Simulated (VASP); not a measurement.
Te2Mo, 3 atoms in the cell. The cell holds a slab with vacuum, 3 atoms: a = 3.492 Å, b = 3.492 Å, c = 15.252 Å, α = 90.00°, β = 90.00°, γ = 120.00°. 

| Quantity | Value |
| --- | --- |
| Program | VASP 6.6.1 |
| Task | single point |
| Functional | PBE |
| Potentials or basis | VASP PAW PBE potentials, release 64 (Te, Mo_sv) |
| Cutoff | 520 eV |
| k mesh | 12 × 12 × 2 |
| Occupations | gaussian, width 0.05 eV |
| Spin | no spin polarisation |
| Dipole correction | no |
| Further INCAR settings | ALGO = Normal; EDIFF = 1e-07; NBANDS = 20 |

Potentials or basis: VASP PAW PBE potentials, release 64 (Te, Mo_sv).

The run is started by

```sh
$ cat potpaw_PBE.64/Te/POTCAR potpaw_PBE.64/Mo_sv/POTCAR > POTCAR
$ mpirun -np 1 vasp_std > vasp.out
```

Hardware: 1 thread of AMD EPYC 9R45 96-Core Processor (Zen 5), on a shared host.

Task: Estimate the wall time of this run.

Result: It took 86 s on 1 thread of AMD EPYC 9R45 96-Core Processor (Zen 5), with other jobs on the host, peak memory 0.32 GiB. Counts: scf iterations 20, k points 38.
